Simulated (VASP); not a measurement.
Wanted: the native input for a VASP 6.6.1 run.

```
Task                   : relaxation of cell and atoms
Functional             : PBE
Potentials or basis    : VASP PAW PBE potentials, release 64 (In_d, Sb, As)
Cutoff                 : 600 eV
k mesh                 : 3 × 3 × 3
Occupations            : gaussian, width 0.2 eV
Spin                   : no spin polarisation
Dipole correction      : no
Further INCAR settings : ALGO = Normal; EDIFF = 1e-07; IBRION = 2; EDIFFG = -0.08; NSW = 36; ISIF = 3
```

The structure of In3Sb2As lies in POSCAR:

```
In3Sb2As
1.0
    5.5809322300      0.0000000000      0.0000000000
    0.0000000000      3.4165417900      4.4271019100
    0.0000000000     -3.4165417900      4.4271019100
In Sb As
3 2 1
Direct
    0.0000000000      0.1124966600      0.5960918400
    0.0000000000      0.5960918400      0.1124966600
    0.0000000000      0.1931571100      0.1931571100
    0.5000000000      0.4419809500      0.9888946900
    0.5000000000      0.9888946900      0.4419809500
    0.5000000000      0.3907663600      0.3907663600
```

The cell was generated, and may not be a known phase.

These files were run (other wordings do the same):

INCAR

```
ALGO = Normal
EDIFF = 1E-7
EDIFFG = -0.08
ENCUT = 600
GGA = PE
IBRION = 2
ISIF = 3
ISMEAR = 0
LASPH = True
LCHARG = False
LREAL = False
LWAVE = False
NELM = 60
NSW = 36
PREC = Accurate
SIGMA = 0.2
```

KPOINTS

```
k-points
0
Gamma
  3 3 3
```

Potentials or basis: VASP PAW PBE potentials, release 64 (In_d, Sb, As).

Run with:

```sh
$ cat potpaw_PBE.64/In_d/POTCAR potpaw_PBE.64/Sb/POTCAR potpaw_PBE.64/As/POTCAR > POTCAR
$ mpirun -np 1 vasp_std > vasp.out
```

It gave:

```yaml
Relaxed_volume: 30.25 Å³/atom
Relaxed_cell: a = 5.823 Å, b = 5.908 Å, c = 5.908 Å, α = 63.28°, β = 90.00°, γ = 90.00°
Space_group_after_relaxing_to_0.1_Å: Amm2 (No. 38)
Energy_gained_by_relaxing: 1568.6 meV/atom
Ionic_steps: 26
Pressure_after_relaxing: -0.2 GPa
Largest_force_after_relaxing: 0.070 eV/Å
Band_gap_on_the_k_mesh: zero (bands 27 and 28 overlap by 1.11 eV)
```

Caveat: the k points lie up to 0.40 Å⁻¹ apart in the final cell, too coarse for converged energies and pressures of a metal; spin-orbit coupling is left out, which moves the levels of the heavy elements; the relaxation stopped at a loose force limit of 0.08 eV/Å, so its end isn't a converged minimum.

Run time: 18 min on 1 thread of Intel(R) Xeon(R) Platinum 8488C (Sapphire Rapids), on a shared host, peak memory 0.38 GiB.
